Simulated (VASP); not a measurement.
Here is a VASP 6.6.1 calculation.

INCAR

```
SYSTEM = F
ALGO = Normal
EDIFF = 1E-6
EDIFFG = -0.01
ENCUT = 600
GGA = PE
IBRION = 2
ISIF = 4
ISMEAR = 0
IVDW = 12
LASPH = .True.
LCHARG = .False.
LREAL = .False.
LWAVE = .False.
NELM = 80
NSW = 50
PREC = Accurate
SIGMA = 0.02
```

KPOINTS

```
k-points
0
Gamma
  8 8 4
  0 0 0
```

POSCAR

```
F
1.0
    2.9822320030     -1.7100214118     -0.1393873510
    2.9822320030      1.7100214118     -0.1393873510
   -2.0285888550      0.0000000000      7.3588277062
F
4
Direct
    0.0741681850      0.0741681850      0.0937246879
    0.9258318150      0.9258318150      0.9062753121
    0.5014193755      0.5014193755      0.5939755769
    0.4985806245      0.4985806245      0.4060244231
```

Potentials or basis: VASP PAW PBE potentials, release 64 (F).

Launch:

```sh
$ cat potpaw_PBE.64/F/POTCAR > POTCAR
$ mpirun -np 1 vasp_std > vasp.out
```

Q: What does it give for the band gap on the k mesh?

A: 2.73 eV (least direct gap 2.79 eV).

Q: What does it give for the dispersion energy per atom?

A: -0.024 eV.

Forces in eV/Å, atoms in the order of the input:
```
F    0.007  0.000 -0.006
F   -0.007  0.000  0.006
F   -0.001  0.000  0.007
F    0.001  0.000 -0.007
```

A k mesh can miss the band edges.
